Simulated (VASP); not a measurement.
# Ba (Im-3m) in VASP: single point with PBE

Aim: the single point of Ba with PBE.

Program: VASP 6.6.1. These are calculated values, not measurements. Logs are shortened: lines on timing, memory, paths and dates and some standing lists are left out, and cuts for length are marked.

## Step 1: The cell of the first run

Symmetry: Im-3m, No. 229, cubic system. The conventional cell has a = 5.022 Å, b = 5.022 Å, c = 5.022 Å, α = 90.00°, β = 90.00°, γ = 90.00°. Within 5.7 Å of Ba (site symmetry m-3m) lie 14 Ba at 4.35 to 5.02 Å.

## Step 2: Single point, PBE

Contents of INCAR:

```
SYSTEM = Ba
PREC = Accurate
ENCUT = 500
EDIFF = 1E-6
ISMEAR = -1
SIGMA = 0.1
LREAL = .False.
LASPH = .True.
NELM = 120
ALGO = Normal
ISIF = 2
LWAVE = .False.
LCHARG = .False.
GGA = PE
NBANDS = 17
GGA_COMPAT = .False.
```

Contents of KPOINTS:

```
regular mesh
0
Gamma
  2 2 2
  0 0 0
```

Contents of POSCAR:

```
Ba
1.0
    5.0217819600      0.0000000000      0.0000000000
    0.0000000000      5.0217819600      0.0000000000
    0.0000000000      0.0000000000      5.0217819600
Ba
2
Direct
    0.0000000000      0.0000000000      0.0000000000
    0.5000000000      0.5000000000      0.5000000000
```

Potentials or basis: VASP PAW PBE potentials, release 64 (Ba_sv).

Launch:

```
cat potpaw_PBE.64/Ba_sv/POTCAR > POTCAR
mpirun -np 1 vasp_std > vasp.out
```

OUTCAR:

```text
SYSTEM = Ba
   PREC = Accurate
   ENCUT = 500
   EDIFF = 1E-6
   ISMEAR = -1
   LREAL = .False.
   LASPH = .True.
   NELM = 120
   ISIF = 2
   GGA = PE

 ion  position               nearest neighbor table
   1  0.000  0.000  0.000-   2 4.35   2 4.35   2 4.35   2 4.35   2 4.35   2 4.35   2 4.35   2 4.35

   2  0.500  0.500  0.500-   1 4.35   1 4.35   1 4.35   1 4.35   1 4.35   1 4.35   1 4.35   1 4.35

  LATTYP: Found a simple cubic cell.
 ALAT       =     5.0217819600

  Lattice vectors:

 A1 = (   5.0217819600,   0.0000000000,   0.0000000000)
 A2 = (   0.0000000000,   5.0217819600,   0.0000000000)
 A3 = (   0.0000000000,   0.0000000000,   5.0217819600)

Analysis of symmetry for initial positions (statically):
=====================================================================
 Subroutine PRICEL returns following result:

  LATTYP: Found a body centered cubic cell.
 ALAT       =     5.0217819600

  Lattice vectors:

 A1 = (   2.5108909800,   2.5108909800,  -2.5108909800)
 A2 = (  -2.5108909800,   2.5108909800,   2.5108909800)
 A3 = (   2.5108909800,  -2.5108909800,   2.5108909800)

   2 primitive cells build up your supercell.

 Routine SETGRP: Setting up the symmetry group for a
 simple cubic supercell.

 Subroutine GETGRP returns: Found 48 space group operations
 (whereof 48 operations were pure point group operations)
 out of a pool of 48 trial point group operations.

The static configuration has the point symmetry O_h .

Analysis of symmetry for dynamics (positions and initial velocities):
=====================================================================
 Subroutine PRICEL returns following result:

  LATTYP: Found a body centered cubic cell.
 ALAT       =     5.0217819600

  Lattice vectors:

 A1 = (   2.5108909800,   2.5108909800,  -2.5108909800)
 A2 = (  -2.5108909800,   2.5108909800,   2.5108909800)
 A3 = (   2.5108909800,  -2.5108909800,   2.5108909800)

   2 primitive cells build up your supercell.

 Routine SETGRP: Setting up the symmetry group for a
 simple cubic supercell.

 Subroutine GETGRP returns: Found 48 space group operations
 (whereof 48 operations were pure point group operations)
 out of a pool of 48 trial point group operations.

The dynamic configuration has the point symmetry O_h .

[... 67 lines left out ...]
   ISTART =      0    job   : 0-new  1-cont  2-samecut
   ICHARG =      2    charge: 1-file 2-atom 10-const
   ISPIN  =      1    spin polarized calculation?
   LNONCOLLINEAR =      F non collinear calculations
   LSORBIT =      F    spin-orbit coupling
   LASPH  =      T    aspherical Exc in radial PAW
   ENCUT  =  500.0 eV  36.75 Ry    6.06 a.u.   9.16  9.16  9.16*2*pi/ulx,y,z
   NELM   =    120;   NELMIN=  2; NELMDL= -5     # of ELM steps
   EDIFF  = 0.1E-05   stopping-criterion for ELM
   LREAL  =      F    real-space projection
   EDIFFG = 0.1E-04   stopping-criterion for IOM
   NSW    =      0    number of steps for IOM
   IBRION =     -1    ionic relax: 0-MD 1-quasi-New 2-CG
   NFREE  =      0    steps in history (QN), initial steepest desc. (CG)
   ISIF   =      2    stress and relaxation
   ISYM   =      2    0-nonsym 1-usesym 2-fastsym
   POTIM  = 0.5000    time-step for ionic-motion
   TEBEG  =    0.0;   TEEND  =   0.0 temperature during run
   PSTRESS=    0.0 pullay stress
   NELECT =      20.0000    total number of electrons
   NUPDOWN=      -1.0000    fix difference up-down
   EMIN   =  10.00;   EMAX   =-10.00  energy-range for DOS
   EFERMI =   0.00;   METHOD = LEGACY
   ISMEAR =    -1;   SIGMA  =   0.10  broadening in eV -4-tet -1-fermi 0-gaus
   EFERMI_NEDOS =   21; number of points for ismear=-14 and -15
   IALGO  =     38    algorithm
   IMIX   =      4    mixing-type and parameters
     AMIX     =   0.40;   BMIX     =  1.00
     AMIX_MAG =   1.60;   BMIX_MAG =  1.00
  volume/ion in A,a.u.               =      63.32       427.31
  Fermi-wavevector in a.u.,A,eV,Ry     =   0.884899  1.672216 10.653988  0.783046
  Thomas-Fermi vector in A             =   2.005860
   LORBIT       =      0    0 simple, 1 ext, 2 COOP (PROOUT), +10 PAW based schemes
   GGA     = PE    functional components
   LHFCALC =     F    Hartree Fock is set to
   AEXX    =    0.0000 exact exchange contribution
   IVDW    =     0    specifies the selected vdW correction
   LEPSILON=     F    determine dielectric tensor
   LRPA    =     F    only Hartree local field effects (RPA)
 non-spin polarized calculation
  energy-cutoff  :      500.00
  volume of cell :      126.64
 maximum number of plane-waves:      3218
 NGX is ok and might be reduce to    40
   NGX = 19   NGY = 19   NGZ = 19

 number of electron      19.9999998 magnetization

 Free energy of the ion-electron system (eV)
  ---------------------------------------------------
  ext. energy  EPLUGINS =         0.00000000
  ---------------------------------------------------
  free energy    TOTEN  =        -4.36358282 eV

  energy without entropy =       -4.27748412  energy(sigma->0) =       -4.32053347

 E-fermi :   1.9557     XC(G=0):  -7.3916

 val. band max:        1.0929506887   @ k =   0.0000   0.0000   0.0000
 cond. band min:       2.1478126563   @ k =   0.5000   0.5000   0.5000
 fundamental gap:      1.0548619675
 Fermi energy:         1.9557064479

 k-point     1 :       0.0000    0.0000    0.0000
  band No.  band energies     occupation
      1     -27.2716      2.00000
      2     -27.1979      2.00000
      3     -12.5356      2.00000
      4     -12.5356      2.00000
      5     -12.5356      2.00000
      6     -12.2219      2.00000
[... 57 lines left out ...]
      4     -12.4487      2.00000
      5     -12.4487      2.00000
      6     -12.4487      2.00000
[... 9 lines left out ...]
     16       5.4640      0.00000
     17       5.4897      0.00000

------------------------ aborting loop because EDIFF is reached ----------------------------------------

  FORCE on cell =-STRESS in cart. coord.  units (eV):
  Direction    XX          YY          ZZ          XY          YZ          ZX
  --------------------------------------------------------------------------------------
  -------------------------------------------------------------------------------------
  Total       -0.7216533     -0.7216533     -0.7216533      0.0000000      0.0000000     -0.0000000
  in kB       -9.1298922     -9.1298922     -9.1298922      0.0000000      0.0000000     -0.0000000
  external PRESSURE =      -9.1298922 kB  Pullay stress =       0.0000000 kB

 VOLUME and BASIS-vectors are now :
 -----------------------------------------------------------------------------
  energy-cutoff  :      500.00
  volume of cell :      126.64
      direct lattice vectors                 reciprocal lattice vectors
     5.021781960  0.000000000  0.000000000     0.199132501  0.000000000  0.000000000
     0.000000000  5.021781960  0.000000000     0.000000000  0.199132501  0.000000000
     0.000000000  0.000000000  5.021781960     0.000000000  0.000000000  0.199132501

 POSITION                                       TOTAL-FORCE (eV/Angst)
 -----------------------------------------------------------------------------------
      0.00000      0.00000      0.00000        -0.000000     -0.000000     -0.000000
      2.51089      2.51089      2.51089         0.000000      0.000000      0.000000
 -----------------------------------------------------------------------------------
    total drift:                                0.000000      0.000000     -0.000000

  FREE ENERGIE OF THE ION-ELECTRON SYSTEM (eV)
  ---------------------------------------------------
  free  energy   TOTEN  =        -4.3635828248 eV

  energy  without entropy=       -4.2774841190  energy(sigma->0) =       -4.32053347
```

OSZICAR:

```text
N       E                     dE             d eps       ncg     rms          rms(c)
DAV:   1     0.134494048124E+03    0.13449E+03   -0.81697E+03   136   0.946E+02
DAV:   2     0.590829719272E+01   -0.12859E+03   -0.12555E+03   196   0.179E+02
DAV:   3    -0.406224715821E+01   -0.99705E+01   -0.99283E+01   173   0.519E+01
DAV:   4    -0.435859540439E+01   -0.29635E+00   -0.29626E+00   215   0.754E+00
DAV:   5    -0.436281797186E+01   -0.42226E-02   -0.42225E-02   190   0.737E-01    0.244E+00
DAV:   6    -0.436227002839E+01    0.54794E-03   -0.61719E-03   174   0.703E-01    0.145E+00
DAV:   7    -0.436317103450E+01   -0.90101E-03   -0.14160E-02   174   0.114E+00    0.598E-02
DAV:   8    -0.436354427859E+01   -0.37324E-03   -0.68214E-04   222   0.128E-01    0.328E-02
DAV:   9    -0.436357984829E+01   -0.35570E-04   -0.18056E-05   190   0.251E-02    0.108E-02
DAV:  10    -0.436358287467E+01   -0.30264E-05   -0.61047E-06   198   0.143E-02    0.307E-03
DAV:  11    -0.436358282482E+01    0.49849E-07   -0.11497E-06   122   0.916E-03
   1 F= -.43635828E+01 E0= -.43205335E+01  d E =-.860987E-01
```

stdout:

```text
POSCAR found type information on POSCAR Ba
 POSCAR found :  1 types and       2 ions
 scaLAPACK will be used
 LDA part: xc-table for (Slater+PW92), standard interpolation
 POSCAR, INCAR and KPOINTS ok, starting setup
 FFT: planning ... GRIDC
 FFT: planning ... GRID_SOFT
 FFT: planning ... GRID
 WAVECAR not read
 entering main loop
```

It took 7.9 s on 1 thread of Intel Xeon Platinum 8375C at 2.90GHz (Ice Lake), shared host; peak memory 0.22 GiB.

Results:

* Free energy: -4.3636 eV
* Pressure: -0.9 GPa
* Band gap on the k mesh: zero (bands 10 and 11 overlap by 1.05 eV)

Caveat: the k points lie up to 0.63 Å⁻¹ apart, too coarse for converged energies and pressures of a metal; spin-orbit coupling is left out, which moves the levels of the heavy elements.
